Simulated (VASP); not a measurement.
A run of VASP 6.6.1 is set up as follows.

INCAR

```
SYSTEM = Ba
  PREC = Accurate
  ENCUT = 500
  EDIFF = 1E-6
  ISMEAR = -1
  SIGMA = 0.1
  LREAL = .False.
  LASPH = .True.
  NELM = 120
  ALGO = Normal
  ISIF = 2
  LWAVE = .False.
  LCHARG = .False.
  GGA = LIBXC
  LIBXC1 = LDA_X
  LIBXC2 = GGA_C_PBE_SOL
  NBANDS = 11
  GGA_COMPAT = .False.
```

Contents of KPOINTS:

```
regular mesh
0
Gamma
  3 3 3
  0 0 0
```

POSCAR

```
Ba
1.0
    4.3116140000      0.0000000000      0.0000000000
   -2.1558070000      3.7339672553      0.0000000000
    0.0000000000      0.0000000000      3.9134130000
Ba
1
Direct
    0.0000000000      0.0000000000      0.0000000000
```

Potentials or basis: VASP PAW PBE potentials, release 64 (Ba_sv).

Run with:

```sh
$ cat potpaw_PBE.64/Ba_sv/POTCAR > POTCAR
$ mpirun -np 1 vasp_std > vasp.out
```

What does it give for the pressure?

-2.3 GPa.

Predict the band gap on the k mesh.

zero (bands 5 and 6 overlap by 0.09 eV).

Stress tensor (GPa, compression positive):
```
-2.57  0.00  0.00
 0.00 -2.57  0.00
 0.00  0.00 -1.69
```

Caveat: the k points lie up to 0.56 Å⁻¹ apart; the PAW data sets were made with another functional, which shifts forces and pressure a little; spin-orbit coupling is left out, which moves the levels of the heavy elements.
